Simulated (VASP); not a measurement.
# Be3Te2Se (P6_3mc) in VASP: single point with PBE

Aim: the single point of Be3Te2Se with PBE.

Everything below comes from runs of VASP 6.6.1. Logs are shortened: lines on timing, memory, paths and dates and some standing lists are left out, and cuts for length are marked.

### 1 The cell of the first run

The structure is hexagonal, space group P6_3mc (No. 186). Conventional cell: a = 3.886 Å, b = 3.886 Å, c = 19.204 Å, α = 90.00°, β = 90.00°, γ = 120.00°. Within 3.0 Å of Be (site symmetry 3m) lie 1 Se at 2.25 Å and 3 Te at 2.41 Å. Be (site symmetry 3m) has 4 Te at 2.41 to 2.45 Å within 3.2 Å. Within 3.1 Å of Be (site symmetry 3m) lie 3 Se at 2.34 Å and 1 Te at 2.46 Å. Te (site symmetry 3m) has 4 Be at 2.41 to 2.45 Å within 3.2 Å. Within 3.2 Å of Te (site symmetry 3m) lie 4 Be at 2.41 to 2.46 Å. Se (site symmetry 3m) has 4 Be at 2.25 to 2.34 Å within 3.0 Å.

### 2 Single point, PBE

INCAR reads:

```
SYSTEM = Be3Te2Se
PREC     = Accurate       ! precision mode
ENCUT    = 520            ! plane-wave cutoff, eV
EDIFF    = 1E-7           ! SCF threshold, eV
ISMEAR   = 0              ! smearing method
SIGMA    = 0.02           ! smearing width, eV
LREAL    = .False.        ! projectors in reciprocal space
LASPH    = .True.         ! aspherical terms in the spheres
NELM     = 60             ! most SCF steps
ALGO     = Normal         ! electronic algorithm
ISIF     = 2              ! what is computed and relaxed
LWAVE    = .False.        ! write WAVECAR
LCHARG   = .False.        ! write CHGCAR
GGA      = PE             ! functional
NBANDS   = 36             ! bands
```

KPOINTS reads:

```
regular mesh
0
Gamma
  12 12 2
  0 0 0
```

POSCAR reads:

```
Be3Te2Se
1.0
    3.8858733293      0.0000000000      0.0000000000
   -1.9429366646      3.3652650190      0.0000000000
    0.0000000000      0.0000000000     19.2044466660
Be Te Se
6 4 2
Direct
    0.3333333333      0.6666666667      0.1175871809
    0.3333333333      0.6666666667      0.7913602966
    0.6666666667      0.3333333333      0.9650364331
    0.6666666667      0.3333333333      0.6175871809
    0.3333333333      0.6666666667      0.4650364331
    0.6666666667      0.3333333333      0.2913602966
    0.3333333333      0.6666666667      0.6638905517
    0.6666666667      0.3333333333      0.8367292529
    0.3333333333      0.6666666667      0.3367292529
    0.6666666667      0.3333333333      0.1638905517
    0.3333333333      0.6666666667      0.0003962849
    0.6666666667      0.3333333333      0.5003962849
```

Potentials or basis: VASP PAW PBE potentials, release 64 (Be, Te, Se).

The run is started by

```sh
cat potpaw_PBE.64/Be/POTCAR potpaw_PBE.64/Te/POTCAR potpaw_PBE.64/Se/POTCAR > POTCAR
mpirun -np 1 vasp_std > vasp.out
```

OUTCAR:

```text
SYSTEM = Be3Te2Se
   PREC = Accurate
   ENCUT = 520
   EDIFF = 1E-7
   ISMEAR = 0
   LREAL = .False.
   LASPH = .True.
   NELM = 60
   ISIF = 2
   GGA = PE

 ion  position               nearest neighbor table
   1  0.333  0.667  0.118-  11 2.25  10 2.41  10 2.41  10 2.41
   2  0.333  0.667  0.791-   8 2.41   8 2.41   8 2.41   7 2.45
   3  0.667  0.333  0.965-  11 2.34  11 2.34  11 2.34   8 2.46
   4  0.667  0.333  0.618-  12 2.25   7 2.41   7 2.41   7 2.41
   5  0.333  0.667  0.465-  12 2.34  12 2.34  12 2.34   9 2.46
   6  0.667  0.333  0.291-   9 2.41   9 2.41   9 2.41  10 2.45
   7  0.333  0.667  0.664-   4 2.41   4 2.41   4 2.41   2 2.45
   8  0.667  0.333  0.837-   2 2.41   2 2.41   2 2.41   3 2.46
   9  0.333  0.667  0.337-   6 2.41   6 2.41   6 2.41   5 2.46
  10  0.667  0.333  0.164-   1 2.41   1 2.41   1 2.41   6 2.45
  11  0.333  0.667  0.000-   1 2.25   3 2.34   3 2.34   3 2.34
  12  0.667  0.333  0.500-   4 2.25   5 2.34   5 2.34   5 2.34

  LATTYP: Found a hexagonal cell.
 ALAT       =     3.8858733293
 C/A-ratio  =     4.9421185506

  Lattice vectors:

 A1 = (   3.8858733293,   0.0000000000,   0.0000000000)
 A2 = (  -1.9429366646,   3.3652650190,   0.0000000000)
 A3 = (   0.0000000000,   0.0000000000,  19.2044466660)

Analysis of symmetry for initial positions (statically):
=====================================================================
 Subroutine PRICEL returns:
 Original cell was already a primitive cell.

 Routine SETGRP: Setting up the symmetry group for a
 hexagonal supercell.

 Subroutine GETGRP returns: Found 12 space group operations
 (whereof  6 operations were pure point group operations)
 out of a pool of 24 trial point group operations.

The static configuration has the point symmetry C_3v.
 The point group associated with its full space group is C_6v.

Analysis of symmetry for dynamics (positions and initial velocities):
=====================================================================
 Subroutine PRICEL returns:
 Original cell was already a primitive cell.

 Routine SETGRP: Setting up the symmetry group for a
 hexagonal supercell.

 Subroutine GETGRP returns: Found 12 space group operations
 (whereof  6 operations were pure point group operations)
 out of a pool of 24 trial point group operations.

The dynamic configuration has the point symmetry C_3v.
 The point group associated with its full space group is C_6v.

 Subroutine INISYM returns: Found 12 space group operations
 (whereof  6 operations are pure point group operations),
 and found     1 'primitive' translations

----------------------------------------------------------------------------------------

                                     Primitive cell

  volume of cell :     251.1364

  direct lattice vectors                    reciprocal lattice vectors
     3.885873329  0.000000000  0.000000000     0.257342408  0.148576709  0.000000000
    -1.942936665  3.365265019  0.000000000     0.000000000  0.297153417  0.000000000
     0.000000000  0.000000000 19.204446666     0.000000000  0.000000000  0.052071274

  length of vectors
     3.885873329  3.885873329 19.204446666     0.297153417  0.297153417  0.052071274

  position of ions in fractional coordinates (direct lattice)
     0.333333333  0.666666667  0.117587181
     0.333333333  0.666666667  0.791360297
     0.666666667  0.333333333  0.965036433
     0.666666667  0.333333333  0.617587181
     0.333333333  0.666666667  0.465036433
     0.666666667  0.333333333  0.291360297
     0.333333333  0.666666667  0.663890552
     0.666666667  0.333333333  0.836729253
     0.333333333  0.666666667  0.336729253
     0.666666667  0.333333333  0.163890552
     0.333333333  0.666666667  0.000396285
     0.666666667  0.333333333  0.500396285

  ion indices of the primitive-cell ions
   primitive index   ion index
                 1           1
                 2           2
                 3           3
                 4           4
                 5           5
                 6           6
                 7           7
                 8           8
                 9           9
                10          10
                11          11
                12          12

----------------------------------------------------------------------------------------

 KPOINTS: regular mesh

Automatic generation of k-mesh.
 Grid dimensions read from file:
 generate k-points for:   12   12    2

 Generating k-lattice:

  Cartesian coordinates                     Fractional coordinates (reciprocal lattice)
     0.021445201  0.012381392  0.000000000     0.083333333 -0.000000000  0.000000000
     0.000000000  0.024762785  0.000000000     0.000000000  0.083333333  0.000000000
     0.000000000  0.000000000  0.026035637     0.000000000  0.000000000  0.500000000

  Length of vectors
     0.024762785  0.024762785  0.026035637

  Shift w.r.t. Gamma in fractional coordinates (k-lattice)
     0.000000000  0.000000000  0.000000000

 Subroutine IBZKPT returns following result:
 ===========================================

 Found     38 irreducible k-points:

 Following reciprocal coordinates:
            Coordinates               Weight
  0.000000  0.000000  0.000000      1.000000
  0.083333  0.000000  0.000000      6.000000
  0.166667  0.000000  0.000000      6.000000
  0.250000  0.000000  0.000000      6.000000
  0.333333  0.000000  0.000000      6.000000
  0.416667  0.000000  0.000000      6.000000
[... 16 lines left out ...]
  0.250000  0.000000  0.500000      6.000000
  0.333333  0.000000  0.500000      6.000000
 [... further k-points ...]
   k-points           NKPTS =     38   k-points in BZ     NKDIM =     38   number of bands    NBANDS=     36
   number of dos      NEDOS =    301   number of ions     NIONS =     12
   total plane-waves  NPLWV = 129600
   dimension x,y,z NGX =    30 NGY =   30 NGZ =  144
   dimension x,y,z NGXF=    60 NGYF=   60 NGZF=  288
   ions per type =               6   4   2
   NGX,Y,Z   is equivalent  to a cutoff of  12.83, 12.83, 12.47 a.u.
   NGXF,Y,Z  is equivalent  to a cutoff of  25.67, 25.67, 24.93 a.u.
 SYSTEM =  Be3Te2Se
   PREC   = accura    normal or accurate (medium, high low for compatibility)
   ISTART =      0    job   : 0-new  1-cont  2-samecut
   ICHARG =      2    charge: 1-file 2-atom 10-const
   ISPIN  =      1    spin polarized calculation?
   LNONCOLLINEAR =      F non collinear calculations
   LSORBIT =      F    spin-orbit coupling
   LASPH  =      T    aspherical Exc in radial PAW
   ENCUT  =  520.0 eV  38.22 Ry    6.18 a.u.   7.23  7.23 35.71*2*pi/ulx,y,z
   NELM   =     60;   NELMIN=  2; NELMDL= -5     # of ELM steps
   EDIFF  = 0.1E-06   stopping-criterion for ELM
   LREAL  =      F    real-space projection
   EDIFFG = 0.1E-05   stopping-criterion for IOM
   NSW    =      0    number of steps for IOM
   IBRION =     -1    ionic relax: 0-MD 1-quasi-New 2-CG
   NFREE  =      0    steps in history (QN), initial steepest desc. (CG)
   ISIF   =      2    stress and relaxation
   ISYM   =      2    0-nonsym 1-usesym 2-fastsym
   POTIM  = 0.5000    time-step for ionic-motion
   TEBEG  =    0.0;   TEEND  =   0.0 temperature during run
   PSTRESS=    0.0 pullay stress
   NELECT =      48.0000    total number of electrons
   NUPDOWN=      -1.0000    fix difference up-down
   EMIN   =  10.00;   EMAX   =-10.00  energy-range for DOS
   EFERMI =   0.00;   METHOD = LEGACY
   ISMEAR =     0;   SIGMA  =   0.02  broadening in eV -4-tet -1-fermi 0-gaus
   EFERMI_NEDOS =   21; number of points for ismear=-14 and -15
   IALGO  =     38    algorithm
   IMIX   =      4    mixing-type and parameters
     AMIX     =   0.40;   BMIX     =  1.00
     AMIX_MAG =   1.60;   BMIX_MAG =  1.00
  volume/ion in A,a.u.               =      20.93       141.23
  Fermi-wavevector in a.u.,A,eV,Ry     =   0.943015  1.782040 12.099356  0.889278
  Thomas-Fermi vector in A             =   2.070681
   LORBIT       =      0    0 simple, 1 ext, 2 COOP (PROOUT), +10 PAW based schemes
   GGA     = PE    functional components
   LHFCALC =     F    Hartree Fock is set to
   AEXX    =    0.0000 exact exchange contribution
   IVDW    =     0    specifies the selected vdW correction
   LEPSILON=     F    determine dielectric tensor
   LRPA    =     F    only Hartree local field effects (RPA)
 non-spin polarized calculation
 Gauss-broadening in eV      SIGMA  =   0.02
  energy-cutoff  :      520.00
  volume of cell :      251.14
 maximum number of plane-waves:      6810
 NGX is ok and might be reduce to    30
   NGX = 15   NGY = 15   NGZ = 71

 number of electron      47.9999995 magnetization

 Free energy of the ion-electron system (eV)
  ---------------------------------------------------
  ext. energy  EPLUGINS =         0.00000000
  ---------------------------------------------------
  free energy    TOTEN  =       -47.70573024 eV

  energy without entropy =      -47.70573024  energy(sigma->0) =      -47.70573024

 E-fermi :   4.9214     XC(G=0):  -9.0887

 val. band max:        4.7981704564   @ k =   0.0000   0.0000   0.0000
 cond. band min:       6.8393907013   @ k =   0.5000   0.0000   0.0000
 fundamental gap:      2.0412202449
 Fermi energy:         4.9213554275

 k-point     1 :       0.0000    0.0000    0.0000
  band No.  band energies     occupation
      1      -8.9250      2.00000
      2      -8.9105      2.00000
      3      -7.4720      2.00000
      4      -7.3176      2.00000
      5      -6.8597      2.00000
      6      -6.6793      2.00000
[... 28 lines left out ...]
     35       8.7830      0.00000
     36       8.7830      0.00000

 k-point     2 :       0.0833    0.0000    0.0000
  band No.  band energies     occupation
      1      -8.8840      2.00000
      2      -8.8705      2.00000
      3      -7.4097      2.00000
      4      -7.2611      2.00000
      5      -6.8042      2.00000
      6      -6.6306      2.00000
[... 28 lines left out ...]
     35       8.9133      0.00000
     36       9.0078      0.00000

 k-point     3 :       0.1667    0.0000    0.0000
  band No.  band energies     occupation
      1      -8.7679      2.00000
      2      -8.7570      2.00000
      3      -7.2283      2.00000
      4      -7.0971      2.00000
      5      -6.6454      2.00000
      6      -6.4924      2.00000
[... 28 lines left out ...]
     35       9.3778      0.00000
     36       9.5526      0.00000
[... 742 lines left out ...]
 k-point    23 :       0.2500    0.0000    0.5000
  band No.  band energies     occupation
      1      -8.5944      2.00000
      2      -8.5944      2.00000
      3      -6.9006      2.00000
      4      -6.9006      2.00000
      5      -6.3449      2.00000
      6      -6.3449      2.00000
[... 28 lines left out ...]
     35       9.6500      0.00000
     36       9.6500      0.00000

 k-point    24 :       0.3333    0.0000    0.5000
  band No.  band energies     occupation
      1      -8.4108      2.00000
      2      -8.4108      2.00000
      3      -6.5757      2.00000
      4      -6.5757      2.00000
      5      -6.1108      2.00000
      6      -6.1108      2.00000
[... 28 lines left out ...]
     35       9.6637      0.00000
     36       9.6637      0.00000

 [... further k-points ...]

------------------------ aborting loop because EDIFF is reached ----------------------------------------

  FORCE on cell =-STRESS in cart. coord.  units (eV):
  Direction    XX          YY          ZZ          XY          YZ          ZX
  --------------------------------------------------------------------------------------
  -------------------------------------------------------------------------------------
  Total        0.2024679      0.2024679      0.2435397      0.0000000      0.0000000     -0.0000000
  in kB        1.2916866      1.2916866      1.5537124      0.0000000      0.0000000     -0.0000000
  external PRESSURE =       1.3790285 kB  Pullay stress =       0.0000000 kB

 VOLUME and BASIS-vectors are now :
 -----------------------------------------------------------------------------
  energy-cutoff  :      520.00
  volume of cell :      251.14
      direct lattice vectors                 reciprocal lattice vectors
     3.885873329  0.000000000  0.000000000     0.257342408  0.148576709  0.000000000
    -1.942936665  3.365265019  0.000000000     0.000000000  0.297153417  0.000000000
     0.000000000  0.000000000 19.204446666     0.000000000  0.000000000  0.052071274

 POSITION                                       TOTAL-FORCE (eV/Angst)
 -----------------------------------------------------------------------------------
     -0.00000      2.24351      2.25820        -0.000000     -0.000000     -0.013350
     -0.00000      2.24351     15.19764         0.000000      0.000000      0.003158
      1.94294      1.12176     18.53299        -0.000000     -0.000000      0.012226
      1.94294      1.12176     11.86042         0.000000     -0.000000     -0.013350
     -0.00000      2.24351      8.93077        -0.000000     -0.000000      0.012226
      1.94294      1.12176      5.59541        -0.000000     -0.000000      0.003158
     -0.00000      2.24351     12.74965         0.000000     -0.000000      0.002415
      1.94294      1.12176     16.06892         0.000000     -0.000000     -0.005947
     -0.00000      2.24351      6.46670        -0.000000     -0.000000     -0.005947
      1.94294      1.12176      3.14743        -0.000000     -0.000000      0.002415
     -0.00000      2.24351      0.00761        -0.000000     -0.000000      0.001497
      1.94294      1.12176      9.60983        -0.000000      0.000000      0.001497
 -----------------------------------------------------------------------------------
    total drift:                                0.000000      0.000000      0.001960

  FREE ENERGIE OF THE ION-ELECTRON SYSTEM (eV)
  ---------------------------------------------------
  free  energy   TOTEN  =       -47.7057302400 eV

  energy  without entropy=      -47.7057302400  energy(sigma->0) =      -47.70573024
```

It took 9.3 min on 1 thread of Intel Xeon Platinum 8259CL at 2.50GHz (Skylake/Cascade Lake), shared host; peak memory 0.52 GiB.

What came out:

```
Free energy            : -47.7057 eV
Pressure               : 0.1 GPa
Largest force          : 0.013 eV/Å
Band gap on the k mesh : 2.04 eV (least direct gap 2.09 eV)
```

Forces in eV/Å, atoms in the order of the input:
```
Be   0.000  0.000 -0.013
Be   0.000  0.000  0.003
Be   0.000  0.000  0.012
Be   0.000  0.000 -0.013
Be   0.000  0.000  0.012
Be   0.000  0.000  0.003
Te   0.000  0.000  0.002
Te   0.000  0.000 -0.006
Te   0.000  0.000 -0.006
Te   0.000  0.000  0.002
Se   0.000  0.000  0.001
Se   0.000  0.000  0.001
```

Caveat: spin-orbit coupling is left out, which moves the levels of the heavy elements.
